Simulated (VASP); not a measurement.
## BeZn3Se4: single point with PBE

BeZn3Se4:

```xyz
8
Lattice="3.9448 0.0000 0.0000 0.0000 7.9055 0.0000 0.0000 0.0000 5.6090" Properties=species:S:1:pos:R:3 pbc="T T T"
Be    1.9724    0.0000    2.8314
Zn    0.0000    6.0272    0.0021
Zn    0.0000    1.8783    0.0021
Zn    1.9724    3.9527    2.7949
Se    1.9724    6.0613    4.1273
Se    0.0000    0.0000    1.6110
Se    1.9724    1.8442    4.1273
Se    0.0000    3.9527    1.3308
```

| Quantity | Value |
| --- | --- |
| Program | VASP 6.6.1 |
| Task | single point |
| Functional | PBE |
| Potentials or basis | VASP PAW PBE potentials, release 64 (Be, Zn, Se) |
| Cutoff | 520 eV |
| k mesh | 8 × 4 × 6 |
| Occupations | gaussian, width 0.02 eV |
| Spin | no spin polarisation |
| Dipole correction | no |
| Further INCAR settings | ALGO = Normal; EDIFF = 1e-07; NBANDS = 41 |

| Property | Result |
| --- | --- |
| Pressure | 0.2 GPa |
| Largest force | 0.013 eV/Å |
| Band gap on the k mesh | 1.65 eV |

Forces on the atoms (eV/Å):
```
Be   0.000  0.000  0.001
Zn   0.000  0.004  0.003
Zn   0.000 -0.004  0.003
Zn   0.000  0.000  0.005
Se   0.000  0.007 -0.011
Se   0.000  0.000  0.009
Se   0.000 -0.007 -0.011
Se   0.000  0.000  0.002
```

Levels at points of the mesh, in eV from the valence-band top:
```csv
k point,band 27,band 28,band 29,band 30,band 31,band 32,band 33,band 34,band 35,band 36
"(0.00, 0.00, 0.00)",-1.09,-0.77,-0.15,-0.06,0.00,1.65,2.77,3.51,4.32,4.46
"(0.50, 0.00, 0.00)",-2.33,-2.13,-2.10,-1.15,-0.81,2.86,2.91,3.19,3.44,4.41
"(0.00, 0.50, 0.00)",-1.57,-1.01,-0.97,-0.34,-0.08,3.26,3.31,3.38,3.94,5.13
"(0.50, 0.50, 0.00)",-2.26,-2.24,-1.94,-1.81,-1.76,3.82,3.84,4.10,4.14,4.23
"(0.00, 0.00, 0.50)",-1.11,-1.00,-0.84,-0.82,-0.70,2.63,2.74,3.65,4.10,4.27
"(0.50, 0.00, 0.50)",-2.70,-1.15,-0.97,-0.88,-0.70,2.52,2.76,5.48,5.51,5.54
"(0.00, 0.50, 0.50)",-1.19,-1.04,-0.96,-0.88,-0.86,3.41,3.53,3.64,3.74,5.53
"(0.50, 0.50, 0.50)",-2.36,-1.61,-1.51,-1.48,-1.44,3.96,4.09,4.28,4.91,5.33
```

It took 14 min on 1 thread of Intel Xeon 8259CL, on a shared host, peak memory 0.49 GiB.
